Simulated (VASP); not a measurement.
# Si2Mo (AlB2 type) (P6/mmm) in VASP: single point with PBE

Aim: the single point of Si2Mo (AlB2 type) with PBE.

All numbers are computed with VASP 6.6.1; they aren't measurements. Logs are shortened: lines on timing, memory, paths and dates and some standing lists are left out, and cuts for length are marked.

## 1. The cell of the first run

Symmetry: P6/mmm, No. 191, hexagonal system. The conventional cell has a = 4.309 Å, b = 4.309 Å, c = 2.609 Å, α = 90.00°, β = 90.00°, γ = 120.00°. Within 3.4 Å of Mo (site symmetry 6/mmm) lie 2 Mo at 2.61 Å and 12 Si at 2.81 Å. Within 3.3 Å of Si (site symmetry -6m2) lie 5 Si at 2.49 to 2.61 Å and 6 Mo at 2.81 Å.

## 2. Single point, PBE (13.98 Å³/atom)

The input, POSCAR:

```
Si2Mo
1.0
    4.3087939490      0.0000000000      0.0000000000
   -2.1543969745      3.7315250194      0.0000000000
    0.0000000000      0.0000000000      2.6091989549
Mo Si
1 2
Direct
    0.0000000000      0.0000000000      0.0000000000
    0.3333333333      0.6666666667      0.5000000000
    0.6666666667      0.3333333333      0.5000000000
```

The input, INCAR.step1:

```
PREC = Accurate
ENCUT = 520
EDIFF = 1E-7
ISMEAR = -1
SIGMA = 0.08
LREAL = F
LASPH = T
NELM = 100
ALGO = Normal
ISIF = 2
LWAVE = F
LCHARG = T
LMAXMIX = 4
GGA = PE
NBANDS = 18
```

The input, KPOINTS.step1:

```
regular mesh
0
Gamma
  9 9 7
```

The input, INCAR.step2:

```
PREC = Accurate
ENCUT = 520
EDIFF = 1E-7
ISMEAR = -5
SIGMA = 0.08
LREAL = F
LASPH = T
NELM = 100
ALGO = Normal
ISIF = 2
LWAVE = F
LCHARG = F
LMAXMIX = 4
GGA = PE
LORBIT = 10
NBANDS = 18
NEDOS = 2001
ICHARG = 11
```

The input, KPOINTS.step2:

```
regular mesh
0
Gamma
  14 14 11
```

Potentials or basis: VASP PAW PBE potentials, release 64 (Mo_sv, Si).

Run with:

```bash
$ cat potpaw_PBE.64/Mo_sv/POTCAR potpaw_PBE.64/Si/POTCAR > POTCAR
$ cp INCAR.step1 INCAR
$ cp KPOINTS.step1 KPOINTS
$ mpirun -np 1 vasp_std > vasp.out
$ cp INCAR.step2 INCAR
$ cp KPOINTS.step2 KPOINTS
$ mpirun -np 1 vasp_std > vasp.out
```

OUTCAR:

```text
PREC = Accurate
   ENCUT = 520
   EDIFF = 1E-7
   ISMEAR = -5
   LREAL = F
   LASPH = T
   NELM = 100
   ISIF = 2
   GGA = PE
   LORBIT = 10
   ICHARG = 11

 ion  position               nearest neighbor table
   1  0.000  0.000  0.000-   2 2.81   3 2.81   2 2.81   3 2.81   2 2.81   2 2.81   3 2.81   3 2.81
                             3 2.81   3 2.81   2 2.81   2 2.81
   2  0.333  0.667  0.500-   3 2.49   3 2.49   3 2.49   1 2.81   1 2.81   1 2.81   1 2.81   1 2.81
                             1 2.81
   3  0.667  0.333  0.500-   2 2.49   2 2.49   2 2.49   1 2.81   1 2.81   1 2.81   1 2.81   1 2.81
                             1 2.81

  LATTYP: Found a hexagonal cell.
 ALAT       =     4.3087939490
 C/A-ratio  =     0.6055520375

  Lattice vectors:

 A1 = (   4.3087939490,   0.0000000000,   0.0000000000)
 A2 = (  -2.1543969745,   3.7315250194,   0.0000000000)
 A3 = (   0.0000000000,   0.0000000000,   2.6091989549)

Analysis of symmetry for initial positions (statically):
=====================================================================
 Subroutine PRICEL returns:
 Original cell was already a primitive cell.

 Routine SETGRP: Setting up the symmetry group for a
 hexagonal supercell.

 Subroutine GETGRP returns: Found 24 space group operations
 (whereof 24 operations were pure point group operations)
 out of a pool of 24 trial point group operations.

The static configuration has the point symmetry D_6h.

Analysis of symmetry for dynamics (positions and initial velocities):
=====================================================================
 Subroutine PRICEL returns:
 Original cell was already a primitive cell.

 Routine SETGRP: Setting up the symmetry group for a
 hexagonal supercell.

 Subroutine GETGRP returns: Found 24 space group operations
 (whereof 24 operations were pure point group operations)
 out of a pool of 24 trial point group operations.

The dynamic configuration has the point symmetry D_6h.

 Subroutine INISYM returns: Found 24 space group operations
 (whereof 24 operations are pure point group operations),
 and found     1 'primitive' translations

----------------------------------------------------------------------------------------

                                     Primitive cell

  volume of cell :      41.9517

  direct lattice vectors                    reciprocal lattice vectors
     4.308793949  0.000000000  0.000000000     0.232083505  0.133993474  0.000000000
    -2.154396975  3.731525019  0.000000000     0.000000000  0.267986948  0.000000000
     0.000000000  0.000000000  2.609198955     0.000000000  0.000000000  0.383259390

  length of vectors
     4.308793949  4.308793949  2.609198955     0.267986948  0.267986948  0.383259390

  position of ions in fractional coordinates (direct lattice)
     0.000000000  0.000000000  0.000000000
     0.333333333  0.666666667  0.500000000
     0.666666667  0.333333333  0.500000000

  ion indices of the primitive-cell ions
   primitive index   ion index
                 1           1
                 2           2
                 3           3

----------------------------------------------------------------------------------------

 KPOINTS: regular mesh

Automatic generation of k-mesh.
 Grid dimensions read from file:
 generate k-points for:   14   14   11

 Generating k-lattice:

  Cartesian coordinates                     Fractional coordinates (reciprocal lattice)
     0.016577393  0.009570962  0.000000000     0.071428571  0.000000000  0.000000000
     0.000000000  0.019141925  0.000000000     0.000000000  0.071428571  0.000000000
     0.000000000  0.000000000  0.034841763     0.000000000  0.000000000  0.090909091

  Length of vectors
     0.019141925  0.019141925  0.034841763

  Shift w.r.t. Gamma in fractional coordinates (k-lattice)
     0.000000000  0.000000000  0.000000000

 TETIRR: Found   2135 inequivalent tetrahedra from    12936

 Subroutine IBZKPT returns following result:
 ===========================================

 Found    144 irreducible k-points:

 Following reciprocal coordinates:
            Coordinates               Weight
  0.000000  0.000000  0.000000      1.000000
  0.071429 -0.000000  0.000000      6.000000
  0.142857 -0.000000  0.000000      6.000000
  0.214286 -0.000000  0.000000      6.000000
  0.285714 -0.000000  0.000000      6.000000
  0.357143 -0.000000  0.000000      6.000000
[... 16 lines left out ...]
  0.285714  0.285714  0.000000      6.000000
  0.357143  0.285714  0.000000      6.000000
 [... further k-points ...]
   k-points           NKPTS =    144   k-points in BZ     NKDIM =    144   number of bands    NBANDS=     18
   number of dos      NEDOS =   2001   number of ions     NIONS =      3
   total plane-waves  NPLWV =  20480
   dimension x,y,z NGX =    32 NGY =   32 NGZ =   20
   dimension x,y,z NGXF=    64 NGYF=   64 NGZF=   40
   ions per type =               1   2
   NGX,Y,Z   is equivalent  to a cutoff of  12.35, 12.35, 12.74 a.u.
   NGXF,Y,Z  is equivalent  to a cutoff of  24.69, 24.69, 25.49 a.u.
 SYSTEM =  unknown system
   PREC   = accura    normal or accurate (medium, high low for compatibility)
   ISTART =      0    job   : 0-new  1-cont  2-samecut
   ICHARG =     11    charge: 1-file 2-atom 10-const
   ISPIN  =      1    spin polarized calculation?
   LNONCOLLINEAR =      F non collinear calculations
   LSORBIT =      F    spin-orbit coupling
   LASPH  =      T    aspherical Exc in radial PAW
   ENCUT  =  520.0 eV  38.22 Ry    6.18 a.u.   8.01  8.01  4.85*2*pi/ulx,y,z
   NELM   =    100;   NELMIN=  2; NELMDL=  0     # of ELM steps
   EDIFF  = 0.1E-06   stopping-criterion for ELM
   LREAL  =      F    real-space projection
   EDIFFG = 0.1E-05   stopping-criterion for IOM
   NSW    =      0    number of steps for IOM
   IBRION =     -1    ionic relax: 0-MD 1-quasi-New 2-CG
   NFREE  =      0    steps in history (QN), initial steepest desc. (CG)
   ISIF   =      2    stress and relaxation
   ISYM   =      2    0-nonsym 1-usesym 2-fastsym
   POTIM  = 0.5000    time-step for ionic-motion
   TEBEG  =    0.0;   TEEND  =   0.0 temperature during run
   PSTRESS=    0.0 pullay stress
   NELECT =      22.0000    total number of electrons
   NUPDOWN=      -1.0000    fix difference up-down
   EMIN   =  10.00;   EMAX   =-10.00  energy-range for DOS
   EFERMI =   0.00;   METHOD = LEGACY
   ISMEAR =    -5;   SIGMA  =   0.08  broadening in eV -4-tet -1-fermi 0-gaus
   EFERMI_NEDOS =   21; number of points for ismear=-14 and -15
   IALGO  =     38    algorithm
   IMIX   =      4    mixing-type and parameters
     AMIX     =   0.40;   BMIX     =  1.00
     AMIX_MAG =   1.60;   BMIX_MAG =  1.00
  volume/ion in A,a.u.               =      13.98        94.37
  Fermi-wavevector in a.u.,A,eV,Ry     =   1.320178  2.494775 23.713201  1.742871
  Thomas-Fermi vector in A             =   2.450023
   LORBIT       =     10    0 simple, 1 ext, 2 COOP (PROOUT), +10 PAW based schemes
   GGA     = PE    functional components
   LHFCALC =     F    Hartree Fock is set to
   AEXX    =    0.0000 exact exchange contribution
   IVDW    =     0    specifies the selected vdW correction
   LEPSILON=     F    determine dielectric tensor
   LRPA    =     F    only Hartree local field effects (RPA)
 non-spin polarized calculation
 Fermi weights with tetrahedron method with Bloechl corrections
  energy-cutoff  :      520.00
  volume of cell :       41.95
 maximum number of plane-waves:      1144

 number of electron      21.9999997 magnetization

 Free energy of the ion-electron system (eV)
  ---------------------------------------------------
  ext. energy  EPLUGINS =         0.00000000
  ---------------------------------------------------
  free energy    TOTEN  =       -21.30066083 eV

  energy without entropy =      -21.30066083  energy(sigma->0) =      -21.30066083

 E-fermi :  12.1747     XC(G=0): -12.2326

 val. band max:       12.1865012143   @ k =   0.2857  -0.0000   0.2727
 cond. band min:      12.0749890653   @ k =   0.2857  -0.0000   0.1818
 fundamental gap:     -0.1115121491
 Fermi energy:        12.1747261529

 k-point     1 :       0.0000    0.0000    0.0000
  band No.  band energies     occupation
      1     -49.2030      2.00000
      2     -23.3088      2.00000
      3     -23.3088      2.00000
      4     -22.6241      2.00000
      5      -1.6193      2.00000
      6       5.8262      2.00000
[... 10 lines left out ...]
     17      18.2902      0.00000
     18      20.8098      0.00000

 k-point     2 :       0.0714   -0.0000    0.0000
  band No.  band energies     occupation
      1     -49.2030      2.00000
      2     -23.3099      2.00000
      3     -23.3091      2.00000
      4     -22.6240      2.00000
      5      -1.5621      2.00000
      6       5.3068      2.00000
[... 10 lines left out ...]
     17      18.4127      0.00000
     18      20.8335      0.00000

 k-point     3 :       0.1429   -0.0000    0.0000
  band No.  band energies     occupation
      1     -49.2029      2.00000
      2     -23.3129      2.00000
      3     -23.3098      2.00000
      4     -22.6239      2.00000
      5      -1.3923      2.00000
      6       4.5094      2.00000
[... 10 lines left out ...]
     17      18.7101      0.00000
     18      20.9711      0.00000

 k-point     4 :       0.2143   -0.0000    0.0000
  band No.  band energies     occupation
      1     -49.2028      2.00000
      2     -23.3171      2.00000
      3     -23.3108      2.00000
      4     -22.6238      2.00000
      5      -1.1158      2.00000
      6       3.7297      2.00000
[... 10 lines left out ...]
     17      18.9465      0.00000
     18      21.3835      0.00000

 k-point     5 :       0.2857   -0.0000    0.0000
  band No.  band energies     occupation
      1     -49.2027      2.00000
      2     -23.3218      2.00000
      3     -23.3119      2.00000
      4     -22.6237      2.00000
      5      -0.7429      2.00000
      6       2.9933      2.00000
[... 10 lines left out ...]
     17      19.1654      0.00000
     18      21.9974      0.00000

 k-point     6 :       0.3571   -0.0000    0.0000
  band No.  band energies     occupation
      1     -49.2025      2.00000
      2     -23.3261      2.00000
      3     -23.3128      2.00000
      4     -22.6235      2.00000
      5      -0.2908      2.00000
      6       2.3019      2.00000
[... 307 lines left out ...]
 k-point    21 :       0.2857    0.2143    0.0000
  band No.  band energies     occupation
      1     -49.2024      2.00000
      2     -23.3263      2.00000
      3     -23.3175      2.00000
      4     -22.6234      2.00000
      5       0.2519      2.00000
      6       1.9013      2.00000
[... 10 lines left out ...]
     17      20.3360      0.00000
     18      21.5810      0.00000

 k-point    22 :       0.3571    0.2143    0.0000
  band No.  band energies     occupation
      1     -49.2024      2.00000
      2     -23.3270      2.00000
      3     -23.3188      2.00000
      4     -22.6234      2.00000
      5       0.6821      2.00000
      6       1.4708      2.00000
[... 10 lines left out ...]
     17      20.7890      0.00000
     18      21.0248      0.00000

 k-point    23 :       0.2857    0.2857    0.0000
  band No.  band energies     occupation
      1     -49.2024      2.00000
      2     -23.3258      2.00000
      3     -23.3203      2.00000
      4     -22.6233      2.00000
      5       0.6757      2.00000
      6       1.5538      2.00000
[... 10 lines left out ...]
     17      20.7579      0.00000
     18      21.3169      0.00000

 k-point    24 :       0.3571    0.2857    0.0000
  band No.  band energies     occupation
      1     -49.2023      2.00000
      2     -23.3251      2.00000
      3     -23.3218      2.00000
      4     -22.6233      2.00000
      5       0.9793      2.00000
      6       1.2867      2.00000
[... 10 lines left out ...]
     17      21.0425      0.00000
     18      21.1388      0.00000

 [... further k-points ...]

------------------------ aborting loop because EDIFF is reached ----------------------------------------

  FORCE on cell =-STRESS in cart. coord.  units (eV):
  Direction    XX          YY          ZZ          XY          YZ          ZX
  --------------------------------------------------------------------------------------
  -------------------------------------------------------------------------------------
  Total       -0.4916650     -0.4916650     -0.3561370      0.0000000     -0.0000000     -0.0000000
  in kB      -18.7771903    -18.7771903    -13.6012367      0.0000000     -0.0000000     -0.0000000
  external PRESSURE =     -17.0518724 kB  Pullay stress =       0.0000000 kB

 VOLUME and BASIS-vectors are now :
 -----------------------------------------------------------------------------
  energy-cutoff  :      520.00
  volume of cell :       41.95
      direct lattice vectors                 reciprocal lattice vectors
     4.308793949  0.000000000  0.000000000     0.232083505  0.133993474  0.000000000
    -2.154396975  3.731525019  0.000000000     0.000000000  0.267986948  0.000000000
     0.000000000  0.000000000  2.609198955     0.000000000  0.000000000  0.383259390

 POSITION                                       TOTAL-FORCE (eV/Angst)
 -----------------------------------------------------------------------------------
      0.00000      0.00000      0.00000         0.000000      0.000000     -0.000000
     -0.00000      2.48768      1.30460         0.000000      0.000000      0.000000
      2.15440      1.24384      1.30460        -0.000000      0.000000     -0.000000
 -----------------------------------------------------------------------------------
    total drift:                                0.000000     -0.000000     -0.000000

  FREE ENERGIE OF THE ION-ELECTRON SYSTEM (eV)
  ---------------------------------------------------
  free  energy   TOTEN  =       -21.3006608281 eV

  energy  without entropy=      -21.3006608281  energy(sigma->0) =      -21.30066083

 total charge

# of ion       s       p       d       tot
------------------------------------------
    1        2.296   6.151   4.052  12.499
    2        0.766   0.833   0.000   1.599
    3        0.766   0.833   0.000   1.599
--------------------------------------------------
tot          3.828   7.816   4.052  15.696
```

It took 1.9 min on 1 thread of Intel Xeon 8259CL, shared host; peak memory 0.22 GiB.

Results:

| Quantity | Value |
| --- | --- |
| Valence electrons inside the program's atomic spheres | Mo 12.50; Si 1.60 |

Caveat: tetrahedron occupations give inexact forces and stress in metals.
